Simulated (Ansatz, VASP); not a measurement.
## One calculation of TePb, two programs

INCAR

```
ALGO = Normal
EDIFF = 1E-7
ENCUT = 520
GGA = PS
ISIF = 2
ISMEAR = 0
IVDW = 13
LASPH = T
LCHARG = F
LREAL = F
LWAVE = F
NBANDS = 17
NELM = 60
PREC = Accurate
SIGMA = 0.01
```

The input KPOINTS:

```
k-points
0
Gamma
  4 4 4
```

Contents of POSCAR:

```
TePb
1.0
    0.0000000000      3.2256060000      3.2256060000
    3.2256060000      0.0000000000      3.2256060000
    3.2256060000      3.2256060000      0.0000000000
Te Pb
1 1
Direct
    0.4997200000      0.4788200000      0.4975200000
    0.9989700000      0.0036000000      0.0009000000
```

Input for Ansatz:

```yaml
crystal:
  lattice:
    - [0.0, 3.2256059999860365, 3.2256059999860365]
    - [3.2256059999860365, 0.0, 3.2256059999860365]
    - [3.2256059999860365, 3.2256059999860365, 0.0]
  atoms:
    - { symbol: Te, position: [0.49972, 0.47882, 0.49752] }
    - { symbol: Pb, position: [0.99897, 0.0036, 0.0009] }
basis:
  ecutwfc: 540.0
  xc_grid: 2
kpoints:
  mp_grid:
    grid: [4, 4, 4]
hamiltonian:
  xc: pbesol
  dispersion: d4
scf:
  convergence:
    dr2_threshold: 1.0e-09
  occupations:
    method: fixed
output:
  forces: true
  stress: true
```

Alike in both runs: task single point; functional PBEsol; dispersion D4; k mesh 4 × 4 × 4; no spin polarisation.

```csv
,VASP,Ansatz
version,VASP 6.6.1,Ansatz 0.2.0
potentials or method,"VASP PAW PBE potentials, release 64 (Te, Pb_d), cutoff 520 eV","plane waves, PAW"
occupations,"gaussian, width 0.01 eV",fixed
valence electrons in the cell,20,30
```

```csv
,VASP,Ansatz,Ansatz less VASP
pressure (GPa),-1.2,-1.2,+0.02
"traceless stress, the component that is largest in VASP (GPa)",-0.20,-0.20,+0.002
rms of the force components (eV/Å),0.009,0.010,+0.0005
```

VASP's potentials were made for PBE, not for PBEsol. Atom by atom the forces differ by 0.000 eV/Å (rms over components). VASP's potentials hold 20 valence electrons a cell and Ansatz's 30, so a difference there can come from the potentials and not from the codes. Ansatz's warnings: stress scf threshold loose.

The k mesh is coarse, so the values compare programs but aren't converged. Neither program's run includes spin-orbit coupling.
